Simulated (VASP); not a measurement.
# MgO (P3m1) in VASP: further runs, part 2 of 2

VASP 6.6.1.

## 3. Single point, PBE

This run uses another cell than the first one, of 10.72 Å³/atom, 1.032 times its volume.

Contents of INCAR:

```
SYSTEM = MgO
ALGO = Normal
EDIFF = 1E-6
ENCUT = 520
GGA = PE
ISIF = 2
ISMEAR = 0
LASPH = .True.
LCHARG = .True.
LELF = .True.
LREAL = .False.
LVHAR = .True.
LWAVE = .False.
NBANDS = 36
NELM = 100
PREC = Accurate
SIGMA = 0.05
```

Contents of KPOINTS:

```
k-points
0
Gamma
  9 9 2
  0 0 0
```

Contents of POSCAR:

```
MgO
1.0
    2.1351500000     -2.1351500000      0.0000000000
    2.1351500000      0.0000000000     -2.1351500000
    9.4066254038      9.4066254038      9.4066254038
Mg O
6 6
Direct
    0.6666666667      0.6666666667      0.0378306054
    0.0000000000      0.0000000000      0.7944427124
    0.3333333333      0.3333333333      0.1891530268
    0.6666666667      0.6666666667      0.4917978696
    0.0000000000      0.0000000000      0.3404754482
    0.3333333333      0.3333333333      0.6431202910
    0.6666666667      0.6666666667      0.2648142375
    0.0000000000      0.0000000000      0.1134918161
    0.3333333333      0.3333333333      0.4161366589
    0.6666666667      0.6666666667      0.7187815017
    1.0000000000      1.0000000000      0.5674590803
    0.3333333333      0.3333333333      0.8701039231
```

Potentials or basis: VASP PAW PBE potentials, release 64 (Mg, O).

Started as:

```sh
$ cat potpaw_PBE.64/Mg/POTCAR potpaw_PBE.64/O/POTCAR > POTCAR
$ mpirun -np 1 vasp_std > vasp.out
```

OUTCAR:

```text
SYSTEM = MgO
   EDIFF = 1E-6
   ENCUT = 520
   GGA = PE
   ISIF = 2
   ISMEAR = 0
   LASPH = .True.
   LREAL = .False.
   NELM = 100
   PREC = Accurate

 ion  position               nearest neighbor table
   1  0.667  0.667  0.038-   8 2.14   8 2.14   8 2.14   3 3.02   3 3.02   3 3.02
   2  0.000  0.000  0.794-  10 2.14  12 2.14  10 2.14  10 2.14  12 2.14  12 2.14   6 3.02   6 3.02
                             6 3.02
   3  0.333  0.333  0.189-   8 2.14   7 2.14   7 2.14   8 2.14   8 2.14   7 2.14   1 3.02   1 3.02
                             5 3.02   5 3.02   5 3.02   1 3.02
   4  0.667  0.667  0.492-   9 2.14   9 2.14  11 2.14  11 2.14  11 2.14   9 2.14   5 3.02   6 3.02
                             6 3.02   5 3.02   5 3.02   6 3.02
   5  0.000  0.000  0.340-   9 2.14   7 2.14   9 2.14   9 2.14   7 2.14   7 2.14   4 3.02   3 3.02
                             4 3.02   4 3.02   3 3.02   3 3.02
   6  0.333  0.333  0.643-  10 2.14  10 2.14  11 2.14  11 2.14  11 2.14  10 2.14   2 3.02   4 3.02
                             4 3.02   2 3.02   2 3.02   4 3.02
   7  0.667  0.667  0.265-   3 2.14   3 2.14   5 2.14   5 2.14   5 2.14   3 2.14
   8  0.000  0.000  0.113-   1 2.14   3 2.14   1 2.14   1 2.14   3 2.14   3 2.14
   9  0.333  0.333  0.416-   5 2.14   4 2.14   4 2.14   5 2.14   5 2.14   4 2.14
  10  0.667  0.667  0.719-   6 2.14   6 2.14   2 2.14   2 2.14   2 2.14   6 2.14
  11  0.000  0.000  0.567-   4 2.14   6 2.14   4 2.14   4 2.14   6 2.14   6 2.14
  12  0.333  0.333  0.870-   2 2.14   2 2.14   2 2.14

  LATTYP: Found a hexagonal cell.
 ALAT       =     3.0195580877
 C/A-ratio  =     5.3957409177

  Lattice vectors:

 A1 = (  -2.1351500000,   0.0000000000,   2.1351500000)
 A2 = (   2.1351500000,  -2.1351500000,   0.0000000000)
 A3 = (   9.4066254038,   9.4066254038,   9.4066254038)

Analysis of symmetry for initial positions (statically):
=====================================================================
 Subroutine PRICEL returns:
 Original cell was already a primitive cell.

 Routine SETGRP: Setting up the symmetry group for a
 hexagonal supercell.

 Subroutine GETGRP returns: Found  6 space group operations
 (whereof  6 operations were pure point group operations)
 out of a pool of 24 trial point group operations.

The static configuration has the point symmetry C_3v.

Analysis of symmetry for dynamics (positions and initial velocities):
=====================================================================
 Subroutine PRICEL returns:
 Original cell was already a primitive cell.

 Routine SETGRP: Setting up the symmetry group for a
 hexagonal supercell.

 Subroutine GETGRP returns: Found  6 space group operations
 (whereof  6 operations were pure point group operations)
 out of a pool of 24 trial point group operations.

The dynamic configuration has the point symmetry C_3v.

 Subroutine INISYM returns: Found  6 space group operations
 (whereof  6 operations are pure point group operations),
 and found     1 'primitive' translations

----------------------------------------------------------------------------------------

                                     Primitive cell

  volume of cell :     128.6506

  direct lattice vectors                    reciprocal lattice vectors
     2.135150000 -2.135150000  0.000000000     0.156117057 -0.312234113  0.156117057
     2.135150000  0.000000000 -2.135150000     0.156117057  0.156117057 -0.312234113
[... 91 lines left out ...]
   ions per type =               6   6
   NGX,Y,Z   is equivalent  to a cutoff of  13.21, 13.21, 12.86 a.u.
   NGXF,Y,Z  is equivalent  to a cutoff of  26.43, 26.43, 25.71 a.u.
 SYSTEM =  MgO
   PREC   = accura    normal or accurate (medium, high low for compatibility)
   ISTART =      0    job   : 0-new  1-cont  2-samecut
   ICHARG =      2    charge: 1-file 2-atom 10-const
   ISPIN  =      1    spin polarized calculation?
   LNONCOLLINEAR =      F non collinear calculations
   LSORBIT =      F    spin-orbit coupling
   LASPH  =      T    aspherical Exc in radial PAW
   ENCUT  =  520.0 eV  38.22 Ry    6.18 a.u.   5.61  5.61 30.29*2*pi/ulx,y,z
   NELM   =    100;   NELMIN=  2; NELMDL= -5     # of ELM steps
   EDIFF  = 0.1E-05   stopping-criterion for ELM
   LREAL  =      F    real-space projection
   EDIFFG = 0.1E-04   stopping-criterion for IOM
   NSW    =      0    number of steps for IOM
   IBRION =     -1    ionic relax: 0-MD 1-quasi-New 2-CG
   NFREE  =      0    steps in history (QN), initial steepest desc. (CG)
   ISIF   =      2    stress and relaxation
   ISYM   =      2    0-nonsym 1-usesym 2-fastsym
   POTIM  = 0.5000    time-step for ionic-motion
   TEBEG  =    0.0;   TEEND  =   0.0 temperature during run
   PSTRESS=    0.0 pullay stress
   NELECT =      48.0000    total number of electrons
   NUPDOWN=      -1.0000    fix difference up-down
   EMIN   =  10.00;   EMAX   =-10.00  energy-range for DOS
   EFERMI =   0.00;   METHOD = LEGACY
   ISMEAR =     0;   SIGMA  =   0.05  broadening in eV -4-tet -1-fermi 0-gaus
   EFERMI_NEDOS =   21; number of points for ismear=-14 and -15
   IALGO  =     38    algorithm
   IMIX   =      4    mixing-type and parameters
     AMIX     =   0.40;   BMIX     =  1.00
     AMIX_MAG =   1.60;   BMIX_MAG =  1.00
  volume/ion in A,a.u.               =      10.72        72.35
  Fermi-wavevector in a.u.,A,eV,Ry     =   1.178559  2.227153 18.898506  1.389001
  Thomas-Fermi vector in A             =   2.314886
   LORBIT       =      0    0 simple, 1 ext, 2 COOP (PROOUT), +10 PAW based schemes
   GGA     = PE    functional components
   LHFCALC =     F    Hartree Fock is set to
   AEXX    =    0.0000 exact exchange contribution
   IVDW    =     0    specifies the selected vdW correction
   LEPSILON=     F    determine dielectric tensor
   LRPA    =     F    only Hartree local field effects (RPA)
 non-spin polarized calculation
 Gauss-broadening in eV      SIGMA  =   0.05
  energy-cutoff  :      520.00
  volume of cell :      128.65
 maximum number of plane-waves:      3517
   NGX = 11   NGY = 11   NGZ = 61

 number of electron      48.0000028 magnetization

 Free energy of the ion-electron system (eV)
  ---------------------------------------------------
  ext. energy  EPLUGINS =         0.00000000
  ---------------------------------------------------
  free energy    TOTEN  =       -67.35799453 eV

  energy without entropy =      -67.35243570  energy(sigma->0) =      -67.35521511

 E-fermi :   4.5242     XC(G=0): -10.4037

 val. band max:        4.5124512947   @ k =   0.2222   0.1111   0.5000
 cond. band min:       4.5904228774   @ k =   0.2222   0.0000   0.5000
 fundamental gap:      0.0779715827
 Fermi energy:         4.5241990544

 k-point     1 :       0.0000    0.0000    0.0000
  band No.  band energies     occupation
      1     -16.5239      2.00000
      2     -15.5411      2.00000
      3     -14.7407      2.00000
      4     -13.9711      2.00000
      5     -13.1518      2.00000
      6     -11.4932      2.00000
[... 925 lines left out ...]
     35      13.4425      0.00000
     36      13.6699      0.00000

------------------------ aborting loop because EDIFF is reached ----------------------------------------

  FORCE on cell =-STRESS in cart. coord.  units (eV):
  Direction    XX          YY          ZZ          XY          YZ          ZX
  --------------------------------------------------------------------------------------
  -------------------------------------------------------------------------------------
  Total       -2.5046982     -2.5046982     -2.5046982     -2.8183836     -2.8183836     -2.8183836
  in kB      -31.1927814    -31.1927814    -31.1927814    -35.0993280    -35.0993280    -35.0993280
  external PRESSURE =     -31.1927814 kB  Pullay stress =       0.0000000 kB

 VOLUME and BASIS-vectors are now :
 -----------------------------------------------------------------------------
  energy-cutoff  :      520.00
  volume of cell :      128.65
      direct lattice vectors                 reciprocal lattice vectors
     2.135150000 -2.135150000  0.000000000     0.156117057 -0.312234113  0.156117057
     2.135150000  0.000000000 -2.135150000     0.156117057  0.156117057 -0.312234113
     9.406625404  9.406625404  9.406625404     0.035436017  0.035436017  0.035436017

 POSITION                                       TOTAL-FORCE (eV/Angst)
 -----------------------------------------------------------------------------------
      3.20273     -1.06757     -1.06757        -0.961588     -0.961588     -0.961588
      7.47303      7.47303      7.47303         1.039797      1.039797      1.039797
      3.20273      1.06758      1.06758         0.424154      0.424154      0.424154
      7.47303      3.20273      3.20273         0.355903      0.355903      0.355903
      3.20273      3.20273      3.20273         0.365624      0.365624      0.365624
      7.47303      5.33788      5.33788         0.346679      0.346679      0.346679
      5.33788      1.06758      1.06758        -0.359070     -0.359070     -0.359070
      1.06758      1.06758      1.06758        -0.338305     -0.338305     -0.338305
      5.33788      3.20273      3.20273        -0.356218     -0.356218     -0.356218
      9.60818      5.33788      5.33788        -0.390108     -0.390108     -0.390108
      5.33788      5.33788      5.33788        -0.356163     -0.356163     -0.356163
      9.60818      7.47303      7.47303         0.229295      0.229295      0.229295
 -----------------------------------------------------------------------------------
    total drift:                                0.000415      0.000415      0.000415

  FREE ENERGIE OF THE ION-ELECTRON SYSTEM (eV)
  ---------------------------------------------------
  free  energy   TOTEN  =       -67.3579945250 eV

  energy  without entropy=      -67.3524357020  energy(sigma->0) =      -67.35521511
```

Wall time 3.1 min (1 thread of Intel Xeon Platinum 8488C (Sapphire Rapids), shared host); peak memory 0.29 GiB.

What came out:

- Free energy: -67.3580 eV
- Pressure: -3.1 GPa
- Largest force: 1.801 eV/Å
- Band gap on the k mesh: zero (band 24 reaches 4.73 eV, above the bottom of band 25 at 4.51 eV)

Forces on the atoms (eV/Å):
```
Mg  -0.962 -0.962 -0.962
Mg   1.040  1.040  1.040
Mg   0.424  0.424  0.424
Mg   0.356  0.356  0.356
Mg   0.366  0.366  0.366
Mg   0.347  0.347  0.347
O   -0.359 -0.359 -0.359
O   -0.338 -0.338 -0.338
O   -0.356 -0.356 -0.356
O   -0.390 -0.390 -0.390
O   -0.356 -0.356 -0.356
O    0.229  0.229  0.229
```

Stress tensor (GPa, compression positive):
```
-3.12 -3.51 -3.51
-3.51 -3.12 -3.51
-3.51 -3.51 -3.12
```

Levels at points of the mesh, in eV from the Fermi level:
| k point | band 22 | band 23 | band 24 | band 25 | band 26 | band 27 |
| --- | --- | --- | --- | --- | --- | --- |
| (0.00, 0.00, 0.00) | -1.54 | -0.64 | 0.21 | 0.21 | 1.94 | 2.82 |
| (0.00, 0.00, 0.50) | -1.54 | -0.54 | 0.21 | 0.21 | 1.79 | 3.09 |

Caveat: forces of over 1 eV/Å act on the atoms, so gaps and moduli don't describe the material at rest.

## 4. Single point, PBE

This run uses another cell than the first one, of 11.05 Å³/atom, 1.063 times its volume.

Contents of INCAR:

```
PREC = Accurate
ENCUT = 520
EDIFF = 1E-7
ISMEAR = 0
SIGMA = 0.05
LREAL = F
LASPH = T
NELM = 100
ALGO = Normal
ISIF = 2
LWAVE = F
LCHARG = F
GGA = PE
NBANDS = 36
```

Contents of KPOINTS:

```
Automatic mesh
0
Gamma
  9 9 2
```

Contents of POSCAR:

```
MgO
1.0
    2.1351500000     -2.1351500000      0.0000000000
    2.1351500000      0.0000000000     -2.1351500000
    9.6953005384      9.6953005384      9.6953005384
Mg O
6 6
Direct
    0.6666666667      0.6666666667      0.0367042086
    0.0000000000      0.0000000000      0.7707883805
    0.3333333333      0.3333333333      0.1835210430
    0.6666666667      0.6666666667      0.4771547117
    0.0000000000      0.0000000000      0.3303378773
    0.3333333333      0.3333333333      0.6239715461
    0.6666666667      0.6666666667      0.2569294602
    0.0000000000      0.0000000000      0.1101126258
    0.3333333333      0.3333333333      0.4037462945
    0.6666666667      0.6666666667      0.6973799633
    1.0000000000      1.0000000000      0.5505631289
    0.3333333333      0.3333333333      0.8441967976
```

Potentials or basis: VASP PAW PBE potentials, release 64 (Mg, O).

Started as:

```sh
$ cat potpaw_PBE.64/Mg/POTCAR potpaw_PBE.64/O/POTCAR > POTCAR
$ mpirun -np 1 vasp_std > vasp.out
```

OUTCAR:

```text
PREC = Accurate
   ENCUT = 520
   EDIFF = 1E-7
   ISMEAR = 0
   LREAL = F
   LASPH = T
   NELM = 100
   ISIF = 2
   GGA = PE

 ion  position               nearest neighbor table
   1  0.667  0.667  0.037-   8 2.14   8 2.14   8 2.14   3 3.02   3 3.02   3 3.02
   2  0.000  0.000  0.771-  12 2.14  12 2.14  12 2.14  10 2.14  10 2.14  10 2.14   6 3.02   6 3.02
                             6 3.02
   3  0.333  0.333  0.184-   8 2.14   7 2.14   7 2.14   8 2.14   8 2.14   7 2.14   5 3.02   5 3.02
                             5 3.02   1 3.02   1 3.02   1 3.02
[... 1170 lines left out ...]
 -----------------------------------------------------------------------------
  energy-cutoff  :      520.00
  volume of cell :      132.60
      direct lattice vectors                 reciprocal lattice vectors
     2.135150000 -2.135150000  0.000000000     0.156117057 -0.312234113  0.156117057
     2.135150000  0.000000000 -2.135150000     0.156117057  0.156117057 -0.312234113
     9.695300538  9.695300538  9.695300538     0.034380918  0.034380918  0.034380918

 POSITION                                       TOTAL-FORCE (eV/Angst)
 -----------------------------------------------------------------------------------
      3.20273     -1.06758     -1.06758        -0.511068     -0.511068     -0.511068
      7.47303      7.47303      7.47303         0.899546      0.899546      0.899546
      3.20273      1.06758      1.06758         0.411376      0.411376      0.411376
      7.47303      3.20272      3.20272         0.354509      0.354509      0.354509
      3.20272      3.20272      3.20272         0.359452      0.359452      0.359452
      7.47303      5.33788      5.33788         0.348556      0.348556      0.348556
      5.33788      1.06758      1.06758        -0.354097     -0.354097     -0.354097
      1.06758      1.06758      1.06758        -0.211372     -0.211372     -0.211372
      5.33787      3.20272      3.20272        -0.354482     -0.354482     -0.354482
      9.60818      5.33788      5.33788        -0.396580     -0.396580     -0.396580
      5.33788      5.33788      5.33788        -0.355197     -0.355197     -0.355197
      9.60817      7.47302      7.47302        -0.190645     -0.190645     -0.190645
 -----------------------------------------------------------------------------------
    total drift:                               -0.001133     -0.001133     -0.001133

  FREE ENERGIE OF THE ION-ELECTRON SYSTEM (eV)
  ---------------------------------------------------
  free  energy   TOTEN  =       -66.6829598410 eV

  energy  without entropy=      -66.6779489269  energy(sigma->0) =      -66.68045438
```

Wall time 2.6 min (1 thread of Intel Xeon Platinum 8488C (Sapphire Rapids), shared host); peak memory 0.29 GiB.

What came out:

```
Free energy            : -66.6830 eV
Pressure               : -2.5 GPa
Largest force          : 1.558 eV/Å
Band gap on the k mesh : zero (band 24 reaches 4.26 eV, above the bottom of band 25 at 3.96 eV)
```

Forces on the atoms (eV/Å):
```
Mg  -0.511 -0.511 -0.511
Mg   0.900  0.900  0.900
Mg   0.411  0.411  0.411
Mg   0.355  0.355  0.355
Mg   0.359  0.359  0.359
Mg   0.349  0.349  0.349
O   -0.354 -0.354 -0.354
O   -0.211 -0.211 -0.211
O   -0.354 -0.354 -0.354
O   -0.397 -0.397 -0.397
O   -0.355 -0.355 -0.355
O   -0.191 -0.191 -0.191
```

Levels at points of the mesh, in eV from the Fermi level:
| k point | band 20 | band 21 | band 22 | band 23 | band 24 | band 25 | band 26 | band 27 | band 28 | band 29 |
| --- | --- | --- | --- | --- | --- | --- | --- | --- | --- | --- |
| (0.00, 0.00, 0.00) | -1.95 | -1.22 | -1.22 | -0.72 | 0.33 | 0.33 | 2.09 | 3.05 | 4.02 | 4.83 |
| (0.00, 0.00, 0.50) | -1.99 | -1.22 | -1.22 | -0.62 | 0.33 | 0.33 | 1.99 | 3.23 | 3.89 | 4.83 |

Caveat: forces of over 1 eV/Å act on the atoms, so gaps and moduli don't describe the material at rest.

## 5. Overview

| cell | gap on the mesh (eV) | pressure (GPa) | largest force (eV/Å) |
| --- | --- | --- | --- |
| a = 3.020, b = 3.020, c = 15.793 Å, angles 90.0, 90.0, 60.0°, 12 atoms | none | -4.5 | 2.98 |
| a = 3.020, b = 3.020, c = 16.293 Å, angles 90.0, 90.0, 60.0°, 12 atoms | none | -3.1 | 1.80 |
| a = 3.020, b = 3.020, c = 16.793 Å, angles 90.0, 90.0, 60.0°, 12 atoms | none | -2.5 | 1.56 |

Alike in all rows: task single point; level PBE; potentials or basis VASP PAW PBE potentials, release 64 (Mg, O); no spin polarisation; k mesh 9 × 9 × 2; cutoff (eV) 520; smearing gaussian 0.05 eV.

Caveats: forces of over 1 eV/Å act on the atoms, so gaps and moduli don't describe the material at rest.

Absolute energies hang on the potentials; compare differences alone.
